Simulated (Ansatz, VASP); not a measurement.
# Two plane-wave programs on Ta

The input INCAR:

```
SYSTEM = Ta
PREC = Accurate
ENCUT = 520
EDIFF = 1E-6
ISMEAR = -1
SIGMA = 0.1
LREAL = .False.
LASPH = .True.
NELM = 80
ALGO = Normal
ISIF = 2
LWAVE = .False.
LCHARG = .False.
GGA = B5
ALDAX = 1.0
AGGAX = 1.0
AGGAC = 1.0
ALDAC = 0.0
NBANDS = 12
```

Contents of KPOINTS:

```
Automatic mesh
0
Gamma
  22 22 22
  0 0 0
```

File POSCAR:

```
Ta
1.0
   -1.7214370289      1.7214370289      1.7214370289
    1.7214370289     -1.7214370289      1.7214370289
    1.7214370289      1.7214370289     -1.7214370289
Ta
1
Direct
    0.0000000000      0.0000000000      0.0000000000
```

Input for Ansatz:

```yaml
crystal:
  lattice:
    - [-1.7214370289, 1.7214370289, 1.7214370289]
    - [1.7214370289, -1.7214370289, 1.7214370289]
    - [1.7214370289, 1.7214370289, -1.7214370289]
  atoms:
    - { symbol: Ta, position: [0.0, 0.0, 0.0] }
hamiltonian:
  xc: blyp
  pseudopotentials:
    kind: paw
    azcp:
      Ta: "pseudopotentials/Ta.paw.azcp"
basis:
  ecutwfc: 420
  fft_grid_basis: typed
kpoints:
  mp_grid: { grid: [22, 22, 22], shift: [0, 0, 0] }
magnetization:
  spin_polarized: false
scf:
  occupations: { method: fermi_dirac, width: 0.1 }
output:
  stress: true
```

Alike in both runs: task single point; functional BLYP; k mesh 22 × 22 × 22; occupations fermi-dirac, width 0.1 eV; no spin polarisation.

|  | VASP | Ansatz |
| --- | --- | --- |
| version | VASP 6.6.1 | Ansatz 0.2.0 |
| potentials or method | VASP PAW PBE potentials, release 64 (Ta_pv), cutoff 520 eV | plane waves (420 eV) with PAW, scalar-relativistic |
| valence electrons in the cell | 11 | 13 |

VASP gave:

| Item | Value |
| --- | --- |
| pressure (GPa) | -11.4 |

Question: Estimate Ansatz's values.

Answer: Pressure (GPa): -12.1.

VASP's potentials were made for PBE, not for BLYP. VASP's potentials hold 11 valence electrons a cell and Ansatz's 13, so a difference there can come from the potentials and not from the codes.

Neither program's run includes spin-orbit coupling.
